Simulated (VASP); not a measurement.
A run of VASP 6.6.1:

INCAR

```
ALGO     = Normal         # electronic algorithm
EDIFF    = 1E-6           # SCF threshold, eV
ENCUT    = 520            # plane-wave cutoff, eV
GGA      = PE             # functional
ISIF     = 2              # what is computed and relaxed
ISMEAR   = 0              # smearing method
LASPH    = T              # aspherical terms in the spheres
LCHARG   = T              # write CHGCAR
LELF     = T              # ELF
LREAL    = F              # projectors in reciprocal space
LVHAR    = T            
LWAVE    = F              # write WAVECAR
NBANDS   = 56             # bands
NELM     = 80             # most SCF steps
PREC     = Accurate       # precision mode
SIGMA    = 0.05           # smearing width, eV
```

KPOINTS

```
k-points
0
Gamma
  6 6 2
```

The input POSCAR:

```
HfO2
1.0
   -3.6043047991      0.0000000000      0.0000000000
    0.0000000000     -3.6043047991      0.0000000000
   -1.2013147895      1.2013147895     10.5279346079
Hf O
4 8
Direct
    0.4327733900      0.5672266100      0.2017000000
    0.2661233900      0.7338766100      0.7017000000
    0.8494483900      1.1505516100      0.4517000000
    0.6827983900      1.3172016100      0.9517000000
   -0.0994320713      0.5994320713      0.2983260466
   -0.2660820713      0.7660820713      0.7983260466
    0.3816538513      0.1183461487      0.3550739534
    0.2150038513      0.2849961487      0.8550739534
    0.4649788513      0.0350211487      0.1050739534
    0.2983288513      0.2016711487      0.6050739534
   -0.0161070713      0.5161070713      0.0483260466
   -0.1827570713      0.6827570713      0.5483260466
```

Potentials or basis: VASP PAW PBE potentials, release 64 (Hf_pv, O).

Run with:

```console
$ cat potpaw_PBE.64/Hf_pv/POTCAR potpaw_PBE.64/O/POTCAR > POTCAR
$ mpirun -np 1 vasp_std > vasp.out
```

Hardware: 1 thread of Intel Xeon 8259CL, with other jobs on the host.

Q: How long does it take, and how much memory?

A: Wall time 9.9 min on 1 thread of Intel Xeon 8259CL (shared host), peak memory 0.37 GiB. Counts: scf iterations 15, k points 40.
